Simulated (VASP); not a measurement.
# H5C10Cl in VASP: notebook

H5C10Cl is run at these levels: PBEsol; tasks: single point.

All numbers are computed with VASP 6.6.1; they aren't measurements. Logs are shortened: lines on timing, memory, paths and dates and some standing lists are left out, and cuts for length are marked.

## (1) The cell of the first run

The cell holds a slab with vacuum, 32 atoms: a = 5.049 Å, b = 5.049 Å, c = 16.836 Å, α = 90.00°, β = 90.00°, γ = 90.00°.

## (2) Single point, PBEsol

The input, INCAR:

```
SYSTEM = H5C10Cl
PREC     = Accurate       ! precision mode
ENCUT    = 520            ! plane-wave cutoff, eV
EDIFF    = 1E-6           ! SCF threshold, eV
ISMEAR   = 0              ! smearing method
SIGMA    = 0.05           ! smearing width, eV
LREAL    = Auto         
LASPH    = .TRUE.         ! aspherical terms in the spheres
NELM     = 100            ! most SCF steps
ALGO     = Normal         ! electronic algorithm
ISIF     = 2              ! what is computed and relaxed
LWAVE    = .FALSE.        ! write WAVECAR
LCHARG   = .FALSE.        ! write CHGCAR
GGA      = PS             ! functional
NBANDS   = 74             ! bands
```

The input, KPOINTS:

```
regular mesh
0
G
  2 2 1
  0 0 0
```

The input, POSCAR:

```
H5C10Cl
1.0
    5.0487420000      0.0000000000      0.0000000000
    0.0000000000      5.0487420000      0.0000000000
    0.0000000000      0.0000000000     16.8355610000
H C Cl
10 20 2
Direct
    0.4277868000      0.0000000000      0.0593981000
    0.0722132000      0.0000000000      0.0593981000
    0.9277868000      0.0000000000      0.0593981000
    0.5722132000      0.0000000000      0.0593981000
    0.4277868000      0.5000000000      0.0593981000
    0.0722132000      0.5000000000      0.0593981000
    0.9277868000      0.5000000000      0.0593981000
    0.5722132000      0.5000000000      0.0593981000
    0.2494761069      0.3265604425      0.4388944603
    0.7499862484      0.4916868674      0.3661213019
    0.2500000000      0.0000000000      0.0970980000
    0.7500000000      0.0000000000      0.0970980000
    0.2500000000      0.5000000000      0.0970980000
    0.7500000000      0.5000000000      0.0970980000
    0.2500000000      0.2500000000      0.1501108000
    0.7500000000      0.2500000000      0.1501108000
    0.2500000000      0.7500000000      0.1501108000
    0.7500000000      0.7500000000      0.1501108000
   -0.0041293451      0.2501674775      0.1982438956
    0.5041194771      0.2501759938      0.1982424788
   -0.0000190986      0.7499496043      0.2078459911
    0.5000202935      0.7499470724      0.2078496378
   -0.0019837588      0.0164146571      0.2574598456
    0.5019699655      0.0164138717      0.2574655840
   -0.0025886338      0.4837396437      0.2573788685
    0.5025857074      0.4837383098      0.2573797919
    0.2500013495      0.1130912947      0.2969487102
    0.7499822730      0.0920046573      0.3056745133
    0.2499950339      0.3879048963      0.2965785555
    0.7499891833      0.4115592781      0.3056011414
   -0.2500029535     -0.0312406981      0.4046469722
    0.2504224103      0.4626729906      0.5049024337
```

Potentials or basis: VASP PAW PBE potentials, release 64 (H, C, Cl).

Run with:

```sh
$ cat potpaw_PBE.64/H/POTCAR potpaw_PBE.64/C/POTCAR potpaw_PBE.64/Cl/POTCAR > POTCAR
$ mpirun -np 1 vasp_std > vasp.out
```

OUTCAR:

```text
SYSTEM = H5C10Cl
   PREC = Accurate
   ENCUT = 520
   EDIFF = 1E-6
   ISMEAR = 0
   LREAL = Auto
   LASPH = .TRUE.
   NELM = 100
   ISIF = 2
   GGA = PS

 ion  position               nearest neighbor table
   1  0.428  0.000  0.059-   4 0.73  11 1.10
   2  0.072  0.000  0.059-   3 0.73  11 1.10
   3  0.928  0.000  0.059-   2 0.73  12 1.10
   4  0.572  0.000  0.059-   1 0.73  12 1.10
   5  0.428  0.500  0.059-   8 0.73  13 1.10
   6  0.072  0.500  0.059-   7 0.73  13 1.10
   7  0.928  0.500  0.059-   6 0.73  14 1.10
   8  0.572  0.500  0.059-   5 0.73  14 1.10
   9  0.249  0.327  0.439-  32 1.31
  10  0.750  0.492  0.366-  30 1.10
  11  0.250  0.000  0.097-   1 1.10   2 1.10  15 1.55  17 1.55
  12  0.750  0.000  0.097-   3 1.10   4 1.10  16 1.55  18 1.55
  13  0.250  0.500  0.097-   5 1.10   6 1.10  15 1.55  17 1.55
  14  0.750  0.500  0.097-   7 1.10   8 1.10  16 1.55  18 1.55
  15  0.250  0.250  0.150-  20 1.52  19 1.52  11 1.55  13 1.55
  16  0.750  0.250  0.150-  19 1.48  20 1.48  12 1.55  14 1.55
[... 8 lines left out ...]
  25  0.997  0.484  0.257-  29 1.52  30 1.53  19 1.54  21 1.58
  26  0.503  0.484  0.257-  29 1.52  30 1.53  20 1.54  22 1.58
  27  0.250  0.113  0.297-  29 1.39  24 1.52  23 1.52
  28  0.750  0.092  0.306-  24 1.54  23 1.54  30 1.61  31 1.78
  29  0.250  0.388  0.297-  27 1.39  25 1.52  26 1.52
  30  0.750  0.412  0.306-  10 1.10  26 1.53  25 1.53  28 1.61
  31  0.750  0.969  0.405-  28 1.78
  32  0.250  0.463  0.505-   9 1.31

  LATTYP: Found a simple tetragonal cell.
 ALAT       =     5.0487420000
 C/A-ratio  =     3.3346051353

  Lattice vectors:

 A1 = (   5.0487420000,   0.0000000000,   0.0000000000)
 A2 = (   0.0000000000,   5.0487420000,   0.0000000000)
 A3 = (   0.0000000000,   0.0000000000,  16.8355610000)

Analysis of symmetry for initial positions (statically):
=====================================================================
 Subroutine PRICEL returns:
 Original cell was already a primitive cell.

 Routine SETGRP: Setting up the symmetry group for a
 simple tetragonal supercell.

 Subroutine GETGRP returns: Found  1 space group operations
 (whereof  1 operations were pure point group operations)
 out of a pool of 16 trial point group operations.

The static configuration has the point symmetry C_1 .

Analysis of symmetry for dynamics (positions and initial velocities):
=====================================================================
 Subroutine PRICEL returns:
 Original cell was already a primitive cell.
[... 152 lines left out ...]
   NFREE  =      0    steps in history (QN), initial steepest desc. (CG)
   ISIF   =      2    stress and relaxation
   ISYM   =      2    0-nonsym 1-usesym 2-fastsym
   POTIM  = 0.5000    time-step for ionic-motion
   TEBEG  =    0.0;   TEEND  =   0.0 temperature during run
   PSTRESS=    0.0 pullay stress
   NELECT =     104.0000    total number of electrons
   NUPDOWN=      -1.0000    fix difference up-down
   EMIN   =  10.00;   EMAX   =-10.00  energy-range for DOS
   EFERMI =   0.00;   METHOD = LEGACY
   ISMEAR =     0;   SIGMA  =   0.05  broadening in eV -4-tet -1-fermi 0-gaus
   EFERMI_NEDOS =   21; number of points for ismear=-14 and -15
   IALGO  =     38    algorithm
   IMIX   =      4    mixing-type and parameters
     AMIX     =   0.40;   BMIX     =  1.00
     AMIX_MAG =   1.60;   BMIX_MAG =  1.00
  volume/ion in A,a.u.               =      13.41        90.50
  Fermi-wavevector in a.u.,A,eV,Ry     =   1.020676  1.928798 14.174274  1.041780
  Thomas-Fermi vector in A             =   2.154259
   LORBIT       =      0    0 simple, 1 ext, 2 COOP (PROOUT), +10 PAW based schemes
   GGA     = PS    functional components
   LHFCALC =     F    Hartree Fock is set to
   AEXX    =    0.0000 exact exchange contribution
   IVDW    =     0    specifies the selected vdW correction
   LEPSILON=     F    determine dielectric tensor
   LRPA    =     F    only Hartree local field effects (RPA)
 non-spin polarized calculation
 Gauss-broadening in eV      SIGMA  =   0.05
  energy-cutoff  :      520.00
  volume of cell :      429.14
 maximum number of plane-waves:     11574
 NGX is ok and might be reduce to    40
   NGX = 19   NGY = 19   NGZ = 63

 number of electron     104.0000008 magnetization

 Free energy of the ion-electron system (eV)
  ---------------------------------------------------
  ext. energy  EPLUGINS =         0.00000000
  ---------------------------------------------------
  free energy    TOTEN  =      -214.08197434 eV

  energy without entropy =     -214.08197434  energy(sigma->0) =     -214.08197434

 E-fermi :   1.1052     XC(G=0):  -6.1545

 val. band max:        0.7834187603   @ k =   0.0000   0.5000   0.0000
 cond. band min:       1.7576719586   @ k =   0.0000   0.5000   0.0000
 fundamental gap:      0.9742531983
 Fermi energy:         1.1051501792

 k-point     1 :       0.0000    0.0000    0.0000
  band No.  band energies     occupation
      1     -20.6859      2.00000
      2     -18.4375      2.00000
      3     -16.5433      2.00000
      4     -16.4230      2.00000
      5     -15.9297      2.00000
      6     -15.8463      2.00000
[... 257 lines left out ...]
     63       6.3692      0.00000
     64       7.0277      0.00000
 [bands above 64 left out]

------------------------ aborting loop because EDIFF is reached ----------------------------------------

  FORCE on cell =-STRESS in cart. coord.  units (eV):
  Direction    XX          YY          ZZ          XY          YZ          ZX
  --------------------------------------------------------------------------------------
  -------------------------------------------------------------------------------------
  Total       73.2012790     -8.7872065     -5.0337162     -0.0018453      0.0119525      0.0048437
  in kB      273.2972758    -32.8070717    -18.7934001     -0.0068893      0.0446246      0.0180839
  external PRESSURE =      73.8989347 kB  Pullay stress =       0.0000000 kB

 VOLUME and BASIS-vectors are now :
 -----------------------------------------------------------------------------
  energy-cutoff  :      520.00
  volume of cell :      429.14
      direct lattice vectors                 reciprocal lattice vectors
     5.048742000  0.000000000  0.000000000     0.198069143  0.000000000  0.000000000
     0.000000000  5.048742000  0.000000000     0.000000000  0.198069143  0.000000000
     0.000000000  0.000000000 16.835561000     0.000000000  0.000000000  0.059398080

 POSITION                                       TOTAL-FORCE (eV/Angst)
 -----------------------------------------------------------------------------------
      2.15979      0.00000      1.00000        -8.947995     -0.043614      0.040836
      0.36459      0.00000      1.00000         8.947864     -0.043610      0.040864
      4.68416      0.00000      1.00000        -8.960727     -0.058297      0.033403
      2.88896      0.00000      1.00000         8.960600     -0.058302      0.033361
      2.15979      2.52437      1.00000        -8.943974      0.043502      0.040261
      0.36459      2.52437      1.00000         8.943843      0.043523      0.040249
[... 24 lines left out ...]
      3.78654      4.89102      6.81246         0.000292      0.027107     -0.068369
      1.26432      2.33592      8.50032        -0.001077     -0.039730     -0.057505
 -----------------------------------------------------------------------------------
    total drift:                                0.002208      0.000591     -0.052934

  FREE ENERGIE OF THE ION-ELECTRON SYSTEM (eV)
  ---------------------------------------------------
  free  energy   TOTEN  =      -214.0819743395 eV

  energy  without entropy=     -214.0819743395  energy(sigma->0) =     -214.08197434
```

stdout:

```text
POSCAR found type information on POSCAR H C Cl
 POSCAR found :  3 types and      32 ions
 scaLAPACK will be used
 -----------------------------------------------------------------------------
|                                                                             |
|                                                                             |
|     You enforced a specific xc type in the INCAR file but a different       |
|     I HOPE YOU KNOW WHAT YOU ARE DOING!                                     |
|                                                                             |
 -----------------------------------------------------------------------------

 LDA part: xc-table for (Slater+PW92), standard interpolation
 POSCAR, INCAR and KPOINTS ok, starting setup
 FFT: planning ... GRIDC
 FFT: planning ... GRID_SOFT
 FFT: planning ... GRID
 WAVECAR not read
 entering main loop
```

Run time: 7 min. Hardware: 1 thread of Intel Xeon 8259CL, shared host; peak memory 0.48 GiB.

Results:

```yaml
Free_energy: -214.0820 eV
Largest_force: 8.961 eV/Å
Band_gap_on_the_k_mesh: 0.97 eV
```

Forces on the atoms (eV/Å):
```
H   -8.948 -0.044  0.041
H    8.948 -0.044  0.041
H   -8.961 -0.058  0.033
H    8.961 -0.058  0.033
H   -8.944  0.044  0.040
H    8.944  0.044  0.040
H   -8.960  0.060  0.032
H    8.960  0.060  0.032
H    0.001  0.041  0.064
H    0.000  0.011  0.031
C    0.000 -0.131  1.272
C    0.000 -0.192  1.173
C    0.000  0.121  1.298
C    0.000  0.186  1.174
C   -0.001 -0.059 -2.946
C   -0.001  0.008 -3.907
C    0.000  0.049  0.734
C    0.000  0.016  0.735
C    0.015 -0.003 -0.007
C   -0.014 -0.005 -0.005
C    0.001  0.000 -0.001
C   -0.002  0.001 -0.002
C   -0.008 -0.039  0.003
C    0.010 -0.039  0.000
C   -0.007  0.048  0.004
C    0.005  0.049  0.004
C   -0.003 -0.066  0.041
C    0.004 -0.041  0.120
C    0.000  0.061  0.028
C    0.001 -0.006  0.020
Cl   0.000  0.027 -0.068
Cl  -0.001 -0.040 -0.058
```

Caveat: the k points lie up to 0.62 Å⁻¹ apart; there is no dipole correction, which matters where the two faces differ; the PAW data sets were made with another functional, which shifts forces and pressure a little.

## (3) Single point, PBEsol

The input, INCAR:

```
SYSTEM = H5C10Cl
PREC = Accurate
ENCUT = 520
EDIFF = 1E-6
ISMEAR = 0
SIGMA = 0.05
LREAL = Auto
LASPH = .TRUE.
NELM = 60
ALGO = Normal
ISIF = 2
LWAVE = .FALSE.
LCHARG = .FALSE.
GGA = PS
NBANDS = 74
```

KPOINTS is that of step 2.

The input, POSCAR:

```
H5C10Cl
1.0
    5.0487420000      0.0000000000      0.0000000000
    0.0000000000      5.0487420000      0.0000000000
    0.0000000000      0.0000000000     16.8355610000
H C Cl
10 20 2
Direct
    0.4277868800      0.0000000000      0.0593980800
    0.0722131600      0.0000000000      0.0593980800
    0.9277869200      0.0000000000      0.0593980800
    0.5722132000      0.0000000000      0.0593980800
    0.4277868800      0.5000000400      0.0593980800
    0.0722131600      0.5000000400      0.0593980800
    0.9277869200      0.5000000400      0.0593980800
    0.5722132000      0.5000000400      0.0593980800
    0.2499864065      0.4916859626      0.3661051888
    0.7501778809      0.3266609943      0.4389689268
    0.2500000200      0.0000000000      0.0970980400
    0.7500000600      0.0000000000      0.0970980400
    0.2500000200      0.5000000400      0.0970980400
    0.7500000600      0.5000000400      0.0970980400
    0.2500000200      0.2500000200      0.1501108300
    0.7500000600      0.2500000200      0.1501108300
    0.2500000200      0.7500000600      0.1501108300
    0.7500000600      0.7500000600      0.1501108300
    0.0041322854      0.2501475534      0.1982411014
    0.4958843163      0.2501591812      0.1982373198
    0.0000143802      0.7499375966      0.2078436902
    0.4999873412      0.7499489320      0.2078418248
    0.0019712961      0.0164103051      0.2574625313
    0.4980309931      0.0164269457      0.2574521478
    0.0025930375      0.4837369482      0.2573698689
    0.4974168535      0.4837489023      0.2573704010
    0.2499988871      0.0919866083      0.3056575379
    0.7499964087      0.1130408395      0.2969588608
    0.2499973696      0.4115553167      0.3055913504
    0.7500011352      0.3878520887      0.2965354953
    0.2501101421     -0.0312181338      0.4046488844
    0.7505593187      0.4620098678      0.5050559971
```

Potentials or basis: VASP PAW PBE potentials, release 64 (H, C, Cl).

Run with:

```sh
$ cat potpaw_PBE.64/H/POTCAR potpaw_PBE.64/C/POTCAR potpaw_PBE.64/Cl/POTCAR > POTCAR
$ mpirun -np 1 vasp_std > vasp.out
```

OUTCAR:

```text
SYSTEM = H5C10Cl
   PREC = Accurate
   ENCUT = 520
   EDIFF = 1E-6
   ISMEAR = 0
   LREAL = Auto
   LASPH = .TRUE.
   NELM = 60
   ISIF = 2
   GGA = PS

 ion  position               nearest neighbor table
   1  0.428  0.000  0.059-   4 0.73  11 1.10
   2  0.072  0.000  0.059-   3 0.73  11 1.10
   3  0.928  0.000  0.059-   2 0.73  12 1.10
   4  0.572  0.000  0.059-   1 0.73  12 1.10
   5  0.428  0.500  0.059-   8 0.73  13 1.10
   6  0.072  0.500  0.059-   7 0.73  13 1.10
   7  0.928  0.500  0.059-   6 0.73  14 1.10
   8  0.572  0.500  0.059-   5 0.73  14 1.10
   9  0.250  0.492  0.366-  29 1.10
  10  0.750  0.327  0.439-  32 1.31
[... 529 lines left out ...]
  Total       73.2083106     -8.7795659     -4.9802263      0.0011723      0.0339289     -0.0021199
  in kB      273.3235286    -32.7785452    -18.5936953      0.0043769      0.1266736     -0.0079147
  external PRESSURE =      73.9837627 kB  Pullay stress =       0.0000000 kB

 VOLUME and BASIS-vectors are now :
 -----------------------------------------------------------------------------
  energy-cutoff  :      520.00
  volume of cell :      429.14
      direct lattice vectors                 reciprocal lattice vectors
     5.048742000  0.000000000  0.000000000     0.198069143  0.000000000  0.000000000
     0.000000000  5.048742000  0.000000000     0.000000000  0.198069143  0.000000000
     0.000000000  0.000000000 16.835561000     0.000000000  0.000000000  0.059398080

 POSITION                                       TOTAL-FORCE (eV/Angst)
 -----------------------------------------------------------------------------------
      2.15979      0.00000      1.00000        -8.960701     -0.058401      0.033362
      0.36459      0.00000      1.00000         8.960726     -0.058379      0.033358
      4.68416      0.00000      1.00000        -8.947987     -0.043689      0.040854
      2.88896      0.00000      1.00000         8.947949     -0.043760      0.040857
      2.15979      2.52437      1.00000        -8.960008      0.059935      0.031943
      0.36459      2.52437      1.00000         8.960028      0.060032      0.031890
[... 24 lines left out ...]
      1.26274      4.89113      6.81249        -0.001093      0.026927     -0.071783
      3.78938      2.33257      8.50290        -0.000672     -0.026733     -0.039727
 -----------------------------------------------------------------------------------
    total drift:                               -0.000163      0.002567     -0.053267

  FREE ENERGIE OF THE ION-ELECTRON SYSTEM (eV)
  ---------------------------------------------------
  free  energy   TOTEN  =      -214.0819616876 eV

  energy  without entropy=     -214.0819616876  energy(sigma->0) =     -214.08196169
```

stdout:

```text
POSCAR found type information on POSCAR H C Cl
 POSCAR found :  3 types and      32 ions
 scaLAPACK will be used
 -----------------------------------------------------------------------------
|                                                                             |
|                                                                             |
|     You enforced a specific xc type in the INCAR file but a different       |
|     I HOPE YOU KNOW WHAT YOU ARE DOING!                                     |
|                                                                             |
 -----------------------------------------------------------------------------

 LDA part: xc-table for (Slater+PW92), standard interpolation
 POSCAR, INCAR and KPOINTS ok, starting setup
 FFT: planning ... GRIDC
 FFT: planning ... GRID_SOFT
 FFT: planning ... GRID
 WAVECAR not read
 entering main loop
```

Wall time 6 min (1 thread of Intel Xeon 8259CL, shared host); peak memory 0.48 GiB.

Results:

```
Free energy            : -214.0820 eV
Largest force          : 8.961 eV/Å
Band gap on the k mesh : 0.97 eV
```

Forces on the atoms (eV/Å):
```
H   -8.961 -0.058  0.033
H    8.961 -0.058  0.033
H   -8.948 -0.044  0.041
H    8.948 -0.044  0.041
H   -8.960  0.060  0.032
H    8.960  0.060  0.032
H   -8.944  0.043  0.040
H    8.944  0.043  0.040
H    0.000  0.011  0.033
H    0.000  0.028  0.046
C    0.000 -0.192  1.173
C    0.000 -0.131  1.271
C    0.000  0.186  1.173
C    0.000  0.121  1.298
C    0.001  0.007 -3.910
C    0.002 -0.061 -2.949
C    0.000  0.016  0.733
C    0.000  0.048  0.732
C   -0.016 -0.002 -0.008
C    0.013 -0.002 -0.007
C    0.000  0.002 -0.001
C    0.000  0.001 -0.001
C    0.010 -0.043  0.000
C   -0.011 -0.043  0.003
C    0.005  0.047  0.003
C   -0.007  0.046  0.003
C    0.003 -0.040  0.128
C    0.000 -0.061  0.038
C    0.001 -0.008  0.018
C    0.000  0.067  0.043
Cl  -0.001  0.027 -0.072
Cl  -0.001 -0.027 -0.040
```

Caveat: the k points lie up to 0.62 Å⁻¹ apart; there is no dipole correction, which matters where the two faces differ; the PAW data sets were made with another functional, which shifts forces and pressure a little.

(Part 1 of 2 ends here.)
